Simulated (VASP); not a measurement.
The system is CuO.

```
Cu O
1.0
     2.01717   -2.18189    0.00000
     2.01717    2.18189    0.00000
     0.00000    0.00000    5.22378
Cu O
2 2
Cartesian
  1.0086 -1.0909 0.0000
  1.0086 1.0909 2.6119
  2.0172 0.0000 1.3059
  2.0172 0.0000 3.9178
```

Base run:

| Quantity | Value |
| --- | --- |
| Program | VASP 6.6.1 |
| Functional | PBEsol |
| Potentials or basis | VASP PAW PBE potentials, release 64 (Cu, O) |
| Cutoff | 520 eV |
| k mesh | 9 × 9 × 5 |
| Occupations | fermi-dirac, width 0.05 eV |
| Spin | no spin polarisation |

Its results: band gap on the k mesh zero (band 17 reaches 4.81 eV, above the bottom of band 18 at 3.97 eV); pressure -10.6 GPa.

Q: The run is repeated on the same cell with these changes: functional from PBEsol to LDA; potentials or basis from VASP PAW PBE potentials, release 64 (Cu, O) to VASP PAW LDA potentials, release 64 (Cu, O). What comes out?

A: Band gap on the k mesh zero (band 17 reaches 4.62 eV, above the bottom of band 18 at 3.78 eV); pressure -16.3 GPa.

Caveats: semilocal functionals often make such compounds metallic where correlation or magnetic order opens a gap, which also shifts bond lengths; the PAW data sets were made with another functional, which shifts forces and pressure a little (some runs).
